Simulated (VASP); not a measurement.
# Al (Fm-3m) in VASP: elastic constants with PBE

Aim: the elastic constants of Al with PBE.

Program: VASP 6.6.1. These are calculated values, not measurements. Logs are shortened: lines on timing, memory, paths and dates and some standing lists are left out, and cuts for length are marked.

**1. The cell of the first run**

It takes space group Fm-3m (No. 225, cubic). Conventional cell: a = 4.042 Å, b = 4.042 Å, c = 4.042 Å, α = 90.00°, β = 90.00°, γ = 90.00°. Al (site symmetry m-3m) has 12 Al at 2.86 Å within 3.8 Å.

**2. Elastic constants, PBE**

Input file INCAR:

```
SYSTEM = Al
  PREC = Accurate
  ENCUT = 600
  EDIFF = 1E-8
  ISMEAR = 0
  SIGMA = 0.4
  LREAL = .False.
  LASPH = .True.
  NELM = 80
  ALGO = Normal
  ISIF = 3
  LWAVE = .False.
  LCHARG = .False.
  GGA = PE
  NBANDS = 8
  IBRION = 6
  NFREE = 2
  POTIM = 0.015
  NSW = 1
```

Input file KPOINTS:

```
Automatic mesh
0
Gamma
  16 16 16
  0 0 0
```

Input file POSCAR:

```
Al
1.0
    0.0000000000      2.0212379194      2.0212379194
    2.0212379194      0.0000000000      2.0212379194
    2.0212379194      2.0212379194      0.0000000000
Al
1
Direct
    0.0000000000      0.0000000000      0.0000000000
```

Potentials or basis: VASP PAW PBE potentials, release 64 (Al).

The run is started by

```bash
> cat potpaw_PBE.64/Al/POTCAR > POTCAR
> mpirun -np 1 vasp_std > vasp.out
```

OUTCAR:

```text
SYSTEM = Al
   PREC = Accurate
   ENCUT = 600
   EDIFF = 1E-8
   ISMEAR = 0
   LREAL = .False.
   LASPH = .True.
   NELM = 80
   ISIF = 3
   GGA = PE
   IBRION = 6
   NFREE = 2
   POTIM = 0.015
   NSW = 1

 ion  position               nearest neighbor table
   1  0.000  0.000  0.000-

  LATTYP: Found a face centered cubic cell.
 ALAT       =     4.0424758388

  Lattice vectors:

 A1 = (   0.0000000000,   2.0212379194,   2.0212379194)
 A2 = (   2.0212379194,   0.0000000000,   2.0212379194)
 A3 = (   2.0212379194,   2.0212379194,   0.0000000000)

Analysis of symmetry for initial positions (statically):
=====================================================================
 Subroutine PRICEL returns:
 Original cell was already a primitive cell.

 Routine SETGRP: Setting up the symmetry group for a
 face centered cubic supercell.

 Subroutine GETGRP returns: Found 48 space group operations
 (whereof 48 operations were pure point group operations)
 out of a pool of 48 trial point group operations.

The static configuration has the point symmetry O_h .

Analysis of symmetry for dynamics (positions and initial velocities):
=====================================================================
 Subroutine PRICEL returns:
 Original cell was already a primitive cell.

 Routine SETGRP: Setting up the symmetry group for a
 face centered cubic supercell.

 Subroutine GETGRP returns: Found 48 space group operations
 (whereof 48 operations were pure point group operations)
 out of a pool of 48 trial point group operations.

The dynamic configuration has the point symmetry O_h .

 Subroutine INISYM returns: Found 48 space group operations
 (whereof 48 operations are pure point group operations),
 and found     1 'primitive' translations

----------------------------------------------------------------------------------------

                                     Primitive cell

  volume of cell :      16.5151

  direct lattice vectors                    reciprocal lattice vectors
     0.000000000  2.021237919  2.021237919    -0.247373154  0.247373154  0.247373154
     2.021237919  0.000000000  2.021237919     0.247373154 -0.247373154  0.247373154
     2.021237919  2.021237919  0.000000000     0.247373154  0.247373154 -0.247373154

  length of vectors
     2.858462078  2.858462078  2.858462078     0.428462872  0.428462872  0.428462872

  position of ions in fractional coordinates (direct lattice)
     0.000000000  0.000000000  0.000000000

  ion indices of the primitive-cell ions
   primitive index   ion index
                 1           1

----------------------------------------------------------------------------------------

 KPOINTS: Automatic mesh

Automatic generation of k-mesh.
 Grid dimensions read from file:
 generate k-points for:   16   16   16

 Generating k-lattice:

  Cartesian coordinates                     Fractional coordinates (reciprocal lattice)
    -0.015460822  0.015460822  0.015460822     0.062500000  0.000000000  0.000000000
     0.015460822 -0.015460822  0.015460822     0.000000000  0.062500000  0.000000000
     0.015460822  0.015460822 -0.015460822     0.000000000  0.000000000  0.062500000

  Length of vectors
[... 87 lines left out ...]
 non-spin polarized calculation
 Gauss-broadening in eV      SIGMA  =   0.40
  energy-cutoff  :      600.00
  volume of cell :       16.52
 maximum number of plane-waves:       568
   NGX = 11   NGY = 11   NGZ = 11

--------------------------------------- Ionic step        1  -------------------------------------------

 number of electron       3.0000000 magnetization

 Free energy of the ion-electron system (eV)
  ---------------------------------------------------
  ext. energy  EPLUGINS =         0.00000000
  ---------------------------------------------------
  free energy    TOTEN  =        -3.76487231 eV

  energy without entropy =       -3.73601754  energy(sigma->0) =       -3.75044492

------------------------ aborting loop because EDIFF is reached ----------------------------------------

  FORCE on cell =-STRESS in cart. coord.  units (eV):
  Direction    XX          YY          ZZ          XY          YZ          ZX
  --------------------------------------------------------------------------------------
  -------------------------------------------------------------------------------------
  Total       -0.0043064     -0.0043064     -0.0043064      0.0000000     -0.0000000      0.0000000
  in kB       -0.4177758     -0.4177758     -0.4177758      0.0000000     -0.0000000      0.0000000
  external PRESSURE =      -0.4177758 kB  Pullay stress =       0.0000000 kB
[... 86 lines left out ...]
  FREE ENERGIE OF THE ION-ELECTRON SYSTEM (eV)
  ---------------------------------------------------
  free  energy   TOTEN  =        -3.7634374810 eV

  energy  without entropy=       -3.7346678249  energy(sigma->0) =       -3.74905265

[... ionic steps 4 to 12 ...]

--------------------------------------- Ionic step       13  -------------------------------------------

 number of electron       3.0000000 magnetization

------------------------ aborting loop because EDIFF is reached ----------------------------------------
[... 65 lines left out ...]
--------------------------------------- Ionic step       15  -------------------------------------------

 number of electron       3.0000000 magnetization

 Free energy of the ion-electron system (eV)
  ---------------------------------------------------
  ext. energy  EPLUGINS =         0.00000000
  ---------------------------------------------------
  free energy    TOTEN  =        -3.76487231 eV

  energy without entropy =       -3.73601755  energy(sigma->0) =       -3.75044493

 E-fermi :   8.0113     XC(G=0): -10.1934

 val. band max:        7.9942605097   @ k =  -0.2500   0.3125   0.1250
 cond. band min:       8.1080589977   @ k =   0.4375   0.4375   0.0000
 fundamental gap:      0.1137984880
 Fermi energy:         8.0112521964

 k-point     1 :       0.0000    0.0000    0.0000
  band No.  band energies     occupation
      1      -3.1377      2.00000
      2      20.6044      0.00000
      3      20.6044      0.00000
      4      20.6044      0.00000
      5      22.0894      0.00000
      6      22.0894      0.00000
      7      22.0894      0.00000
      8      24.4492      0.00000
[... 243 lines left out ...]
 k-point    24 :      -0.0625    0.0625    0.0000
  band No.  band energies     occupation
      1      -2.8549      2.00000
      2      17.7456      0.00000
      3      18.4853      0.00000
      4      20.8796      0.00000
      5      22.2629      0.00000
      6      23.1225      0.00000
      7      23.7565      0.00000
      8      25.4436      0.00000

 [... further k-points ...]
[... 5 lines left out ...]
  --------------------------------------------------------------------------------------
  -------------------------------------------------------------------------------------
  Total       -0.0043064     -0.0043064     -0.0043064      0.0000000     -0.0000000      0.0000000
  in kB       -0.4177721     -0.4177721     -0.4177721      0.0000000     -0.0000000      0.0000000
  external PRESSURE =      -0.4177721 kB  Pullay stress =       0.0000000 kB
[... 16 lines left out ...]
  FREE ENERGIE OF THE ION-ELECTRON SYSTEM (eV)
  ---------------------------------------------------
  free  energy   TOTEN  =        -3.7648723105 eV

  energy  without entropy=       -3.7360175460  energy(sigma->0) =       -3.75044493

 INTERNAL STRAIN TENSORS FROM STRAINED CELLS
 ============================================

 INTERNAL STRAIN TENSOR FOR ION    1 for displacements in x,y,z  (eV/Angst):
          X           Y           Z          XY          YZ          ZX
  --------------------------------------------------------------------------------
  x     0.00000    -0.00000     0.00000     0.00000     0.00000    -0.00000
  y     0.00000     0.00000    -0.00000     0.00000     0.00000     0.00000
  z    -0.00000     0.00000     0.00000     0.00000     0.00000     0.00000

 INTERNAL STRAIN TENSORS FROM DISPLACED ATOMS
 ============================================

 INTERNAL STRAIN TENSOR FOR ION    1 for displacements in x,y,z  (eV/Angst):
          X           Y           Z          XY          YZ          ZX
  --------------------------------------------------------------------------------
  x     0.00000     0.00000     0.00000     0.00000     0.00000     0.00000
  y     0.00000     0.00000     0.00000     0.00000     0.00000     0.00000
  z     0.00000     0.00000     0.00000     0.00000     0.00000     0.00000

 Eigenvectors and eigenvalues of the dynamical matrix
 ----------------------------------------------------

   1 f  =    0.000000 THz     0.000000 2PiTHz    0.000000 cm-1     0.000000 meV
             X         Y         Z           dx          dy          dz
      0.000000  0.000000  0.000000    -0.935717    0.352750    0.000000

   2 f  =    0.000000 THz     0.000000 2PiTHz    0.000000 cm-1     0.000000 meV
             X         Y         Z           dx          dy          dz
      0.000000  0.000000  0.000000     0.000000    0.000000    1.000000

   3 f  =    0.000000 THz     0.000000 2PiTHz    0.000000 cm-1     0.000000 meV
             X         Y         Z           dx          dy          dz
      0.000000  0.000000  0.000000     0.352750    0.935717    0.000000

--------------------------------------------------------------------------------------------------------

 ELASTIC MODULI CONTR FROM IONIC RELAXATION (kBar)
 Direction    XX          YY          ZZ          XY          YZ          ZX
 --------------------------------------------------------------------------------
 XX           0.0000      0.0000      0.0000      0.0000      0.0000      0.0000
 YY           0.0000      0.0000      0.0000      0.0000      0.0000      0.0000
 ZZ           0.0000      0.0000      0.0000      0.0000      0.0000      0.0000
 XY           0.0000      0.0000      0.0000      0.0000      0.0000      0.0000
 YZ           0.0000      0.0000      0.0000      0.0000      0.0000      0.0000
 ZX           0.0000      0.0000      0.0000      0.0000      0.0000      0.0000
 --------------------------------------------------------------------------------

 TOTAL ELASTIC MODULI (kBar)
 Direction    XX          YY          ZZ          XY          YZ          ZX
 --------------------------------------------------------------------------------
 XX        1241.5358    543.4896    543.4896     -0.0000     -0.0000      0.0000
 YY         543.4896   1241.5358    543.4896      0.0000     -0.0000     -0.0000
 ZZ         543.4896    543.4896   1241.5358      0.0000     -0.0000      0.0000
 XY          -0.0000      0.0000      0.0000    442.5221      0.0000      0.0000
 YZ          -0.0000     -0.0000     -0.0000      0.0000    442.5221      0.0000
 ZX           0.0000     -0.0000      0.0000      0.0000      0.0000    442.5221
 --------------------------------------------------------------------------------
```

Wall time 15 min (1 thread of Intel Xeon 8259CL, shared host); peak memory 0.37 GiB.

What came out:

```
Elastic constants C11, C12, C44 : 124, 54, 44 GPa
Voigt bulk modulus              : 78 GPa
```

Elastic tensor in Voigt notation (GPa, in the Cartesian axes of the cell as first typed):
```
124  54  54   0   0   0
 54 124  54   0   0   0
 54  54 124   0   0   0
  0   0   0  44   0   0
  0   0   0   0  44   0
  0   0   0   0   0  44
```

Clamped-ion elastic tensor (GPa):
```
124  54  54   0   0   0
 54 124  54   0   0   0
 54  54 124   0   0   0
  0   0   0  44   0   0
  0   0   0   0  44   0
  0   0   0   0   0  44
```
